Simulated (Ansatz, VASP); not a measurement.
## C: VASP beside Ansatz

INCAR

```
PREC = Accurate
ENCUT = 600
EDIFF = 1E-6
ISMEAR = 0
SIGMA = 0.15
LREAL = False
LASPH = True
NELM = 120
ALGO = Normal
ISIF = 2
LWAVE = False
LCHARG = False
GGA = PS
NBANDS = 16
GGA_COMPAT = False
```

The input KPOINTS:

```
Automatic mesh
0
Gamma
  18 18 6
```

File POSCAR:

```
C
1.0
    1.2294745828     -2.1290849001      0.0000000000
    1.2294745828      2.1290849001      0.0000000000
    0.0000000000      0.0000000000      7.3778161753
C
4
Direct
    0.0833216530      0.9166783470      0.7498447213
    0.5833216530      0.4166783470      0.2501552787
    0.9166783470      0.0833216530      0.2501552787
    0.4166783470      0.5833216530      0.7498447213
```

Input for Ansatz:

```yaml
crystal:
  lattice:
    - [1.2294745828, -2.1290849001, 0.0]
    - [1.2294745828, 2.1290849001, 0.0]
    - [0.0, 0.0, 7.3778161753]
  atoms:
    - { symbol: C, position: [0.083321653, 0.916678347, 0.7498447213] }
    - { symbol: C, position: [0.583321653, 0.416678347, 0.2501552787] }
    - { symbol: C, position: [0.916678347, 0.083321653, 0.2501552787] }
    - { symbol: C, position: [0.416678347, 0.583321653, 0.7498447213] }
basis:
  ecutwfc: 520.0
kpoints:
  mp_grid: { grid: [18, 18, 6] }
hamiltonian:
  xc: pbesol
  pseudopotentials: { kind: paw, azcp: { folder: soft_1 } }
scf:
  occupations: { method: gaussian, width: 0.15 }
output:
  forces: true
  stress: true
  eigenvalues: true
```

Alike in both runs: task single point; functional PBEsol; k mesh 18 × 18 × 6; occupations gaussian, width 0.15 eV; no spin polarisation.

|  | VASP | Ansatz |
| --- | --- | --- |
| version | VASP 6.6.1 | Ansatz 0.2.0 |
| potentials or method | VASP PAW PBE potentials, release 64 (C), cutoff 600 eV | scalar-relativistic, plane waves, PAW |
| valence electrons in the cell | 16 | 16 |

|  | VASP | Ansatz | Ansatz less VASP |
| --- | --- | --- | --- |
| pressure (GPa) | 0.3 | 0.0 | -0.29 |
| traceless stress, the component that is largest in VASP (GPa) | -0.58 | -0.01 | +0.570 |

VASP's potentials were made for PBE, not for PBEsol, and Ansatz warns of the same on its side. With one functional, cell and mesh, what is left measures potentials, basis and numerics.
